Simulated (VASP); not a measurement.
A run of VASP 6.6.1:

INCAR

```
PREC     = Accurate       # precision mode
ENCUT    = 520            # plane-wave cutoff, eV
EDIFF    = 1E-6           # SCF threshold, eV
ISMEAR   = 0              # smearing method
SIGMA    = 0.1            # smearing width, eV
LREAL    = False          # projectors in reciprocal space
LASPH    = True           # aspherical terms in the spheres
NELM     = 60             # most SCF steps
ALGO     = Fast           # electronic algorithm
ISIF     = 2              # what is computed and relaxed
LWAVE    = False          # write WAVECAR
LCHARG   = False          # write CHGCAR
GGA      = PS             # functional
IVDW     = 12             # dispersion correction
NBANDS   = 14             # bands
```

File KPOINTS:

```
Automatic mesh
0
Gamma
  24 24 6
```

The input POSCAR:

```
Al
1.0
    2.8851518202      0.0000000000      0.0000000000
   -1.4425759101      2.4986147701      0.0000000000
    0.0000000000      0.0000000000      8.9712536344
Al
4
Direct
    0.0000000000      0.0000000000      0.0000000000
    0.3333333333      0.6666666667      0.2500000000
    0.0000000000      0.0000000000      0.5000000000
    0.6666666667      0.3333333333      0.7500000000
```

Potentials or basis: VASP PAW PBE potentials, release 64 (Al).

Command:

```bash
$ cat potpaw_PBE.64/Al/POTCAR > POTCAR
$ mpirun -np 1 vasp_std > vasp.out
```

Hardware: 1 thread of Intel(R) Xeon(R) 6975P-C (Granite Rapids) (shared host).

Estimate the wall time of this run.

Run time: 67 s on 1 thread of Intel(R) Xeon(R) 6975P-C (Granite Rapids), on a shared host, peak memory 0.31 GiB. Counts: scf iterations 13, k points 244.
